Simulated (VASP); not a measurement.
A run of VASP 6.6.1:

Contents of INCAR:

```
SYSTEM = CuI
ALGO     = Normal         ! electronic algorithm
EDIFF    = 1E-6           ! SCF threshold, eV
ENCUT    = 520            ! plane-wave cutoff, eV
GGA      = PS             ! functional
ISIF     = 2              ! what is computed and relaxed
ISMEAR   = 0              ! smearing method
LASPH    = .True.         ! aspherical terms in the spheres
LCHARG   = .False.        ! write CHGCAR
LREAL    = .False.        ! projectors in reciprocal space
LWAVE    = .False.        ! write WAVECAR
NBANDS   = 26             ! bands
NELM     = 100            ! most SCF steps
PREC     = Accurate       ! precision mode
SIGMA    = 0.01           ! smearing width, eV
```

The input KPOINTS:

```
k-points
0
Gamma
  6 6 4
  0 0 0
```

Contents of POSCAR:

```
CuI
1.0
    4.1286200000      0.0000000000      0.0000000000
   -2.0643100000      3.5754900000      0.0000000000
    0.0000000000      0.0000000000      7.4781100000
Cu I
2 2
Direct
    0.6666666667      0.3333333333      0.5899500000
    0.3333333333      0.6666666667      0.4100500000
    0.3333333333      0.6666666667      0.7547500000
    0.6666666667      0.3333333333      0.2452500000
```

Potentials or basis: VASP PAW PBE potentials, release 64 (Cu, I).

Launch:

```bash
$ cat potpaw_PBE.64/Cu/POTCAR potpaw_PBE.64/I/POTCAR > POTCAR
$ mpirun -np 1 vasp_std > vasp.out
```

Hardware: 1 thread of AMD EPYC 7R43 64-Core Processor (Zen 3), with other jobs on the host.

Problem. Estimate the wall time of this run.

Solution. Run time: 86 s on 1 thread of AMD EPYC 7R43 64-Core Processor (Zen 3) (shared host), peak memory 0.22 GiB. Counts: scf iterations 15, k points 24.
